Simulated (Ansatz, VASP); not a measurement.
## SrMn3 in VASP and in Ansatz

```
CELL_PARAMETERS angstrom
4.27790 0.00000 0.00000
0.00000 4.27790 0.00000
0.00000 0.00000 4.27790
ATOMIC_POSITIONS crystal
Sr 0.00000 0.00000 0.00000
Mn 0.00000 0.50000 0.50000
Mn 0.50000 0.50000 0.00000
Mn 0.50000 0.00000 0.50000
```

Alike in both runs: task single point; functional PBE; k mesh 8 × 8 × 8; occupations gaussian, width 0.05 eV; no spin polarisation.

```csv
,VASP,Ansatz
version,VASP 6.6.1,Ansatz 0.2.0
potentials or method,"VASP PAW PBE potentials, release 64 (Sr_sv, Mn_pv), cutoff 520 eV","scalar-relativistic, plane waves, PAW"
valence electrons in the cell,49,55
```

VASP gave:

```
gap on the k mesh at the Fermi level (eV) : none
pressure (GPa)                            : -12.9
```

Question: Which values does Ansatz return?

Answer: gap on the k mesh at the Fermi level (eV): none; pressure (GPa): -13.2.

A gap of «none» marks a metal or a gap that the smearing closes. The functional is the same, so the differences come from potentials, cutoffs and numerics. VASP's potentials hold 49 valence electrons a cell and Ansatz's 55, so a difference there can come from the potentials and not from the codes.
